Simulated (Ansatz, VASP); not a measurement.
# CoNiO2: VASP beside Ansatz

```
Co Ni O
1.0
     4.20640    2.10320    2.10320
     2.10320    4.20640    2.10320
     2.10320    2.10320    4.20640
Co Ni O
1 1 2
Direct
  0.00000 0.00000 0.00000
  0.50000 0.50000 0.50000
  0.25000 0.25000 0.25000
  0.75000 0.75000 0.75000
```

Alike in both runs: task single point; functional PBE; k mesh 1 × 1 × 1; non-collinear spin.

```csv
,VASP,Ansatz
version,VASP 6.6.1,Ansatz development build ahead of 0.2.0
potentials or method,"VASP PAW PBE potentials, release 64 (Co, Ni, O)","norm-conserving potentials, plane waves, scalar-relativistic"
plane-wave cutoff (eV),600,1400
occupations,"fermi-dirac, width 0.03 eV",fermi-dirac
```

|  | VASP | Ansatz | Ansatz less VASP |
| --- | --- | --- | --- |
| net moment per atom (μB) | 0.25 | 0.25 | 0.000 |
| size of the moment on the site where the two differ most (μB) | 0.01 | 0.07 | +0.067 |

Site moments also hang on the region over which each program counts them. Ansatz's warnings: seeded moment not kept.

The k mesh is coarse, so the values compare programs but aren't converged.
